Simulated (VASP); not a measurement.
# Nb2B (P6/mmm) in VASP: further runs

Nb2B is run at these levels: PBE; tasks: single point, relaxation of cell and atoms.

Program: VASP 6.6.1. These are calculated values, not measurements. Logs are shortened: lines on timing, memory, paths and dates and some standing lists are left out, and cuts for length are marked.

## 1. The cell of the first run

Symmetry: P6/mmm, No. 191, hexagonal system. The conventional cell has a = 4.408 Å, b = 4.408 Å, c = 2.669 Å, α = 90.00°, β = 90.00°, γ = 120.00°. Within 3.4 Å of Nb (site symmetry -6m2) lie 5 Nb at 2.54 to 2.67 Å and 6 B at 2.87 Å. B (site symmetry 6/mmm) has 2 B at 2.67 Å and 12 Nb at 2.87 Å within 3.5 Å.

## 2. Single point, PBE

INCAR

```
SYSTEM = Nb2B
PREC     = Accurate       ! precision mode
ENCUT    = 520            ! plane-wave cutoff, eV
EDIFF    = 1E-6           ! SCF threshold, eV
ISMEAR   = 0              ! smearing method
SIGMA    = 0.1            ! smearing width, eV
LREAL    = .FALSE.        ! projectors in reciprocal space
LASPH    = .TRUE.         ! aspherical terms in the spheres
NELM     = 100            ! most SCF steps
ALGO     = Normal         ! electronic algorithm
ISIF     = 2              ! what is computed and relaxed
LWAVE    = .FALSE.        ! write WAVECAR
LCHARG   = .FALSE.        ! write CHGCAR
GGA      = PE             ! functional
NBANDS   = 22             ! bands
```

KPOINTS

```
regular mesh
0
G
  12 12 18
  0 0 0
```

POSCAR

```
Nb2B
1.0
    4.4076032039      0.0000000000      0.0000000000
   -2.2038016019      3.8170963443      0.0000000000
    0.0000000000      0.0000000000      2.6685544811
Nb B
2 1
Direct
    0.3333333333      0.6666666667      0.5000000000
    0.6666666667      0.3333333333      0.5000000000
    0.0000000000      0.0000000000      0.0000000000
```

Potentials or basis: VASP PAW PBE potentials, release 64 (Nb_sv, B).

Command:

```bash
$ cat potpaw_PBE.64/Nb_sv/POTCAR potpaw_PBE.64/B/POTCAR > POTCAR
$ mpirun -np 1 vasp_std > vasp.out
```

OUTCAR:

```text
SYSTEM = Nb2B
   PREC = Accurate
   ENCUT = 520
   EDIFF = 1E-6
   ISMEAR = 0
   LREAL = .FALSE.
   LASPH = .TRUE.
   NELM = 100
   ISIF = 2
   GGA = PE

 ion  position               nearest neighbor table
   1  0.333  0.667  0.500-   2 2.54   2 2.54   2 2.54
   2  0.667  0.333  0.500-   1 2.54   1 2.54   1 2.54
   3  0.000  0.000  0.000-

  LATTYP: Found a hexagonal cell.
 ALAT       =     4.4076032039
 C/A-ratio  =     0.6054434480

  Lattice vectors:

 A1 = (   4.4076032039,   0.0000000000,   0.0000000000)
 A2 = (  -2.2038016019,   3.8170963443,   0.0000000000)
 A3 = (   0.0000000000,   0.0000000000,   2.6685544811)

Analysis of symmetry for initial positions (statically):
=====================================================================
 Subroutine PRICEL returns:
 Original cell was already a primitive cell.

 Routine SETGRP: Setting up the symmetry group for a
 hexagonal supercell.

 Subroutine GETGRP returns: Found 24 space group operations
 (whereof 24 operations were pure point group operations)
 out of a pool of 24 trial point group operations.

The static configuration has the point symmetry D_6h.

Analysis of symmetry for dynamics (positions and initial velocities):
=====================================================================
 Subroutine PRICEL returns:
 Original cell was already a primitive cell.

 Routine SETGRP: Setting up the symmetry group for a
 hexagonal supercell.

 Subroutine GETGRP returns: Found 24 space group operations
 (whereof 24 operations were pure point group operations)
 out of a pool of 24 trial point group operations.

The dynamic configuration has the point symmetry D_6h.

 Subroutine INISYM returns: Found 24 space group operations
 (whereof 24 operations are pure point group operations),
 and found     1 'primitive' translations

----------------------------------------------------------------------------------------

                                     Primitive cell

  volume of cell :      44.8964

  direct lattice vectors                    reciprocal lattice vectors
     4.407603204  0.000000000  0.000000000     0.226880677  0.130989620  0.000000000
    -2.203801602  3.817096344  0.000000000     0.000000000  0.261979240  0.000000000
     0.000000000  0.000000000  2.668554481     0.000000000  0.000000000  0.374734714

  length of vectors
     4.407603204  4.407603204  2.668554481     0.261979240  0.261979240  0.374734714

  position of ions in fractional coordinates (direct lattice)
     0.333333333  0.666666667  0.500000000
     0.666666667  0.333333333  0.500000000
     0.000000000  0.000000000  0.000000000

  ion indices of the primitive-cell ions
   primitive index   ion index
                 1           1
                 2           2
                 3           3

----------------------------------------------------------------------------------------

 KPOINTS: regular mesh

Automatic generation of k-mesh.
 Grid dimensions read from file:
 generate k-points for:   12   12   18

 Generating k-lattice:

  Cartesian coordinates                     Fractional coordinates (reciprocal lattice)
     0.018906723  0.010915802  0.000000000     0.083333333  0.000000000  0.000000000
     0.000000000  0.021831603  0.000000000     0.000000000  0.083333333  0.000000000
     0.000000000  0.000000000  0.020818595     0.000000000  0.000000000  0.055555556

  Length of vectors
     0.021831603  0.021831603  0.020818595

  Shift w.r.t. Gamma in fractional coordinates (k-lattice)
     0.000000000  0.000000000  0.000000000

 Subroutine IBZKPT returns following result:
 ===========================================

 Found    190 irreducible k-points:

 Following reciprocal coordinates:
            Coordinates               Weight
  0.000000  0.000000  0.000000      1.000000
  0.083333 -0.000000  0.000000      6.000000
  0.166667 -0.000000  0.000000      6.000000
  0.250000 -0.000000  0.000000      6.000000
  0.333333  0.000000  0.000000      6.000000
  0.416667  0.000000  0.000000      6.000000
[... 16 lines left out ...]
  0.250000 -0.000000  0.055556     12.000000
  0.333333  0.000000  0.055556     12.000000
 [... further k-points ...]
   k-points           NKPTS =    190   k-points in BZ     NKDIM =    190   number of bands    NBANDS=     22
   number of dos      NEDOS =    301   number of ions     NIONS =      3
   total plane-waves  NPLWV =  25920
   dimension x,y,z NGX =    36 NGY =   36 NGZ =   20
   dimension x,y,z NGXF=    72 NGYF=   72 NGZF=   40
   ions per type =               2   1
   NGX,Y,Z   is equivalent  to a cutoff of  13.58, 13.58, 12.46 a.u.
   NGXF,Y,Z  is equivalent  to a cutoff of  27.16, 27.16, 24.92 a.u.
 SYSTEM =  Nb2B
   PREC   = accura    normal or accurate (medium, high low for compatibility)
   ISTART =      0    job   : 0-new  1-cont  2-samecut
   ICHARG =      2    charge: 1-file 2-atom 10-const
   ISPIN  =      1    spin polarized calculation?
   LNONCOLLINEAR =      F non collinear calculations
   LSORBIT =      F    spin-orbit coupling
   LASPH  =      T    aspherical Exc in radial PAW
   ENCUT  =  520.0 eV  38.22 Ry    6.18 a.u.   8.20  8.20  4.96*2*pi/ulx,y,z
   NELM   =    100;   NELMIN=  2; NELMDL= -5     # of ELM steps
   EDIFF  = 0.1E-05   stopping-criterion for ELM
   LREAL  =      F    real-space projection
   EDIFFG = 0.1E-04   stopping-criterion for IOM
   NSW    =      0    number of steps for IOM
   IBRION =     -1    ionic relax: 0-MD 1-quasi-New 2-CG
   NFREE  =      0    steps in history (QN), initial steepest desc. (CG)
   ISIF   =      2    stress and relaxation
   ISYM   =      2    0-nonsym 1-usesym 2-fastsym
   POTIM  = 0.5000    time-step for ionic-motion
   TEBEG  =    0.0;   TEEND  =   0.0 temperature during run
   PSTRESS=    0.0 pullay stress
   NELECT =      29.0000    total number of electrons
   NUPDOWN=      -1.0000    fix difference up-down
   EMIN   =  10.00;   EMAX   =-10.00  energy-range for DOS
   EFERMI =   0.00;   METHOD = LEGACY
   ISMEAR =     0;   SIGMA  =   0.10  broadening in eV -4-tet -1-fermi 0-gaus
   EFERMI_NEDOS =   21; number of points for ismear=-14 and -15
   IALGO  =     38    algorithm
   IMIX   =      4    mixing-type and parameters
     AMIX     =   0.40;   BMIX     =  1.00
     AMIX_MAG =   1.60;   BMIX_MAG =  1.00
  volume/ion in A,a.u.               =      14.97       100.99
  Fermi-wavevector in a.u.,A,eV,Ry     =   1.415154  2.674253 27.247842  2.002660
  Thomas-Fermi vector in A             =   2.536622
   LORBIT       =      0    0 simple, 1 ext, 2 COOP (PROOUT), +10 PAW based schemes
   GGA     = PE    functional components
   LHFCALC =     F    Hartree Fock is set to
   AEXX    =    0.0000 exact exchange contribution
   IVDW    =     0    specifies the selected vdW correction
   LEPSILON=     F    determine dielectric tensor
   LRPA    =     F    only Hartree local field effects (RPA)
 non-spin polarized calculation
 Gauss-broadening in eV      SIGMA  =   0.10
  energy-cutoff  :      520.00
  volume of cell :       44.90
 maximum number of plane-waves:      1234
 NGX is ok and might be reduce to    36
   NGX = 17   NGY = 17   NGZ =  9

 number of electron      29.0000002 magnetization

 Free energy of the ion-electron system (eV)
  ---------------------------------------------------
  ext. energy  EPLUGINS =         0.00000000
  ---------------------------------------------------
  free energy    TOTEN  =       -24.30780720 eV

  energy without entropy =      -24.30055257  energy(sigma->0) =      -24.30417989

 E-fermi :  10.4329     XC(G=0): -12.2061

 val. band max:       10.4295242078   @ k =   0.3333   0.2500   0.2222
 cond. band min:      10.4544816067   @ k =   0.0833  -0.0000   0.4444
 fundamental gap:      0.0249573989
 Fermi energy:        10.4329432927

 k-point     1 :       0.0000    0.0000    0.0000
  band No.  band energies     occupation
      1     -44.5039      2.00000
      2     -43.9533      2.00000
      3     -21.1782      2.00000
      4     -21.1782      2.00000
      5     -19.6967      2.00000
      6     -19.6248      2.00000
[... 14 lines left out ...]
     21      15.7129      0.00000
     22      16.2559      0.00000

 k-point     2 :       0.0833   -0.0000    0.0000
  band No.  band energies     occupation
      1     -44.4959      2.00000
      2     -43.9620      2.00000
      3     -21.1888      2.00000
      4     -21.1598      2.00000
      5     -19.6912      2.00000
      6     -19.6442      2.00000
[... 14 lines left out ...]
     21      15.7689      0.00000
     22      15.8058      0.00000

 k-point     3 :       0.1667   -0.0000    0.0000
  band No.  band energies     occupation
      1     -44.4727      2.00000
      2     -43.9872      2.00000
      3     -21.2170      2.00000
      4     -21.1069      2.00000
      5     -19.6996      2.00000
      6     -19.6753      2.00000
[... 14 lines left out ...]
     21      15.2217      0.00000
     22      15.3260      0.00000

 k-point     4 :       0.2500   -0.0000    0.0000
  band No.  band energies     occupation
      1     -44.4363      2.00000
      2     -44.0261      2.00000
      3     -21.2536      2.00000
      4     -21.0277      2.00000
      5     -19.7819      2.00000
      6     -19.6505      2.00000
[... 14 lines left out ...]
     21      15.3102      0.00000
     22      15.4692      0.00000

 k-point     5 :       0.3333    0.0000    0.0000
  band No.  band energies     occupation
      1     -44.3913      2.00000
      2     -44.0737      2.00000
      3     -21.2885      2.00000
      4     -20.9371      2.00000
      5     -19.8754      2.00000
      6     -19.6199      2.00000
[... 417 lines left out ...]
 k-point    22 :       0.1667   -0.0000    0.0556
  band No.  band energies     occupation
      1     -44.4659      2.00000
      2     -43.9808      2.00000
      3     -21.2099      2.00000
      4     -21.0999      2.00000
      5     -19.7325      2.00000
      6     -19.6934      2.00000
[... 14 lines left out ...]
     21      15.3186      0.00000
     22      15.3927      0.00000

 k-point    23 :       0.2500   -0.0000    0.0556
  band No.  band energies     occupation
      1     -44.4296      2.00000
      2     -44.0197      2.00000
      3     -21.2465      2.00000
      4     -21.0208      2.00000
      5     -19.7774      2.00000
      6     -19.7056      2.00000
[... 14 lines left out ...]
     21      15.2905      0.00000
     22      15.2968      0.00000

 k-point    24 :       0.3333    0.0000    0.0556
  band No.  band energies     occupation
      1     -44.3846      2.00000
      2     -44.0672      2.00000
      3     -21.2812      2.00000
      4     -20.9303      2.00000
      5     -19.8704      2.00000
      6     -19.6748      2.00000
[... 14 lines left out ...]
     21      15.4530      0.00000
     22      16.0377      0.00000

 [... further k-points ...]
[... 5 lines left out ...]
  --------------------------------------------------------------------------------------
  -------------------------------------------------------------------------------------
  Total       -0.0404678     -0.0404678     -0.0709807     -0.0000000     -0.0000000      0.0000000
  in kB       -1.4441379     -1.4441379     -2.5330241     -0.0000000     -0.0000000      0.0000000
  external PRESSURE =      -1.8071000 kB  Pullay stress =       0.0000000 kB

 VOLUME and BASIS-vectors are now :
 -----------------------------------------------------------------------------
  energy-cutoff  :      520.00
  volume of cell :       44.90
      direct lattice vectors                 reciprocal lattice vectors
     4.407603204  0.000000000  0.000000000     0.226880677  0.130989620  0.000000000
    -2.203801602  3.817096344  0.000000000     0.000000000  0.261979240  0.000000000
     0.000000000  0.000000000  2.668554481     0.000000000  0.000000000  0.374734714

 POSITION                                       TOTAL-FORCE (eV/Angst)
 -----------------------------------------------------------------------------------
     -0.00000      2.54473      1.33428        -0.000000      0.000000     -0.000000
      2.20380      1.27237      1.33428         0.000000     -0.000000      0.000000
      0.00000      0.00000      0.00000         0.000000     -0.000000      0.000000
 -----------------------------------------------------------------------------------
    total drift:                                0.000000      0.000000     -0.000000

  FREE ENERGIE OF THE ION-ELECTRON SYSTEM (eV)
  ---------------------------------------------------
  free  energy   TOTEN  =       -24.3078072043 eV

  energy  without entropy=      -24.3005525719  energy(sigma->0) =      -24.30417989
```

Run time: 3.4 min. Hardware: 1 thread of Intel Xeon Platinum 8375C at 2.90GHz (Ice Lake), shared host; peak memory 0.29 GiB.

What came out:

| Property | Result |
| --- | --- |
| Free energy | -24.3078 eV |
| Pressure | -0.2 GPa |

Stress tensor (GPa, compression positive):
```
-0.14  0.00  0.00
 0.00 -0.14  0.00
 0.00  0.00 -0.25
```

## 3. Relaxation of cell and atoms, PBE

This run uses another cell than the first one, of 14.92 Å³/atom, 0.997 times its volume.

INCAR

```
SYSTEM = Nb2B
ALGO = Normal
EDIFF = 1E-6
EDIFFG = -0.01
ENCUT = 600
GGA = PE
IBRION = 2
ISIF = 3
ISMEAR = 0
LASPH = .TRUE.
LCHARG = .FALSE.
LREAL = .FALSE.
LWAVE = .FALSE.
NELM = 100
NSW = 100
PREC = Accurate
SIGMA = 0.1
```

KPOINTS

```
k-points
0
G
  12 12 18
  0 0 0
```

POSCAR

```
Nb2B
1.0
    4.3971194348      0.0000000000      0.0000000000
   -2.1985597174      3.8080171340      0.0000000000
    0.0000000000      0.0000000000      2.6725088280
Nb B
2 1
Direct
    0.3333333333      0.6666666667      0.5000000000
    0.6666666667      0.3333333333      0.5000000000
    0.0000000000      0.0000000000      0.0000000000
```

Potentials or basis: VASP PAW PBE potentials, release 64 (Nb_sv, B).

Command:

```bash
$ cat potpaw_PBE.64/Nb_sv/POTCAR potpaw_PBE.64/B/POTCAR > POTCAR
$ mpirun -np 1 vasp_std > vasp.out
```

Wall time 7.4 min (1 thread of Intel Xeon Platinum 8375C at 2.90GHz (Ice Lake), shared host); peak memory 0.32 GiB.

Results (log left out):

```
Free energy                            : -24.3083 eV
Relaxed volume                         : 14.95 Å³/atom
Relaxed cell                           : a = 4.407 Å, b = 4.407 Å, c = 2.668 Å, α = 90.00°, β = 90.00°, γ = 120.00°
Space group after relaxing (to 0.05 Å) : P6/mmm (No. 191)
Energy gained by relaxing              : 0.2 meV/atom
Ionic steps                            : 3
Pressure after relaxing                : -0.1 GPa
```

Step by step:
```tsv
step	energy change (eV)	largest force (eV/Å)	pressure (GPa)	volume (Å³)
1	0.0000	0.0000	0.33	44.75
2	-0.0003	0.0000	-0.33	44.95
3	-0.0007	0.0000	-0.06	44.86
```

Final structure:
```
CELL_PARAMETERS angstrom
4.40672 0.00000 0.00000
-2.20336 3.81633 0.00000
0.00000 0.00000 2.66774
ATOMIC_POSITIONS crystal
Nb 0.33333 0.66667 0.50000
Nb 0.66667 0.33333 0.50000
B 0.00000 0.00000 0.00000
```

Levels at points of the mesh, in eV from the Fermi level:
```csv
k point,band 12,band 13,band 14,band 15,band 16,band 17,band 18
"(0.00, 0.00, 0.00)",-3.41,-1.40,0.03,0.03,2.06,2.17,2.17
"(0.50, 0.00, 0.00)",-2.74,-2.34,-1.80,-0.21,1.82,1.97,2.94
"(0.00, 0.00, 0.50)",-3.46,-1.72,-1.72,0.40,0.40,1.19,1.19
"(0.50, 0.00, 0.50)",-2.50,-1.05,-0.37,-0.33,0.69,1.53,3.06
```

(Continued in part 2 of 2.)
